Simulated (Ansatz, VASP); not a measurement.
## MnHg: VASP beside Ansatz

The input INCAR:

```
SYSTEM = MnHg
  PREC = Accurate
  ENCUT = 500
  EDIFF = 1E-6
  ISMEAR = 0
  SIGMA = 0.1
  LREAL = .FALSE.
  LASPH = .TRUE.
  NELM = 200
  ALGO = Normal
  ISIF = 2
  LWAVE = .FALSE.
  LCHARG = .TRUE.
  ISPIN = 2
  MAGMOM = 4.13 0
  LORBIT = 11
  LMAXMIX = 4
  GGA = RE
  LELF = .TRUE.
  LVHAR = .TRUE.
  NBANDS = 24
  GGA_COMPAT = .FALSE.
```

File KPOINTS:

```
regular mesh
0
G
  4 4 4
  0 0 0
```

The input POSCAR:

```
MnHg
1.0
    3.3150000000      0.0000000000      0.0000000000
    0.0000000000      3.3150000000      0.0000000000
    0.0000000000      0.0000000000      3.3150000000
Mn Hg
1 1
Direct
    0.5000000000      0.5000000000      0.5000000000
    0.0000000000      0.0000000000      0.0000000000
```

Input for Ansatz:

```yaml
crystal:
  lattice:
    - [3.315, 0.0, 0.0]
    - [0.0, 3.315, 0.0]
    - [0.0, 0.0, 3.315]
  atoms:
    - { symbol: Mn, position: [0.5, 0.5, 0.5], spin: 4.13 }
    - { symbol: Hg, position: [0.0, 0.0, 0.0] }
basis:
  ecutwfc: 420
kpoints:
  mp_grid: { grid: [4, 4, 4] }
hamiltonian:
  xc: revpbe
scf:
  occupations: { method: gaussian, width: 0.1 }
  lower_state_search: "off"
output:
  forces: true
  stress: true
  eigenvalues: true
  populations: true
magnetization:
  spin_polarized: true
```

Alike in both runs: task single point; functional revPBE; k mesh 4 × 4 × 4; occupations gaussian, width 0.1 eV; collinear spin.

|  | VASP | Ansatz |
| --- | --- | --- |
| version | VASP 6.6.1 | Ansatz 0.2.0 |
| potentials or method | VASP PAW PBE potentials, release 64 (Mn_pv, Hg), cutoff 500 eV | scalar-relativistic, plane waves, PAW |
| valence electrons in the cell | 25 | 35 |

|  | VASP | Ansatz | Ansatz less VASP |
| --- | --- | --- | --- |
| gap on the k mesh at the Fermi level (eV) | none | none | - |
| pressure (GPa) | 1.8 | 1.5 | -0.39 |
| net moment per atom (μB) | 1.86 | 1.86 | 0.000 |
| size of the moment on the site where the two differ most (μB) | 3.72 | 3.77 | +0.052 |

VASP's potentials were made for PBE, not for revPBE. Site moments also hang on the region over which each program counts them. A gap of «none» marks a metal or a gap that the smearing closes. The functional is the same, so the differences come from potentials, cutoffs and numerics. VASP's potentials hold 25 valence electrons a cell and Ansatz's 35, so a difference there can come from the potentials and not from the codes.

The k mesh is coarse, so the values compare programs but aren't converged. Spin-orbit coupling is off throughout.
